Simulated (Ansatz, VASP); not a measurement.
Ti in VASP and in Ansatz

```
Ti
1.0
    -1.64100    1.64100    1.64100
     1.64100   -1.64100    1.64100
     1.64100    1.64100   -1.64100
Ti
1
Direct
  0.00000 0.00000 0.00000
```

Alike in both runs: task single point; functional PBE0; k mesh 6 × 6 × 6; occupations fermi-dirac, width 0.05 eV; no spin polarisation.

|  | VASP | Ansatz |
| --- | --- | --- |
| version | VASP 6.6.1 | Ansatz 0.2.0 |
| potentials or method | VASP PAW PBE potentials, release 64 (Ti_sv) | Ansatz PAW |
| plane-wave cutoff (eV) | 520 | 420 |
| valence electrons in the cell | 12 | 12 |

```csv
,VASP,Ansatz,Ansatz less VASP
gap on the k mesh at the Fermi level (eV),none,none,-
pressure (GPa),-3.1,-2.5,+0.65
```

A gap of «none» marks a metal or a gap that the smearing closes.

The k mesh is coarse, so the values compare programs but aren't converged.
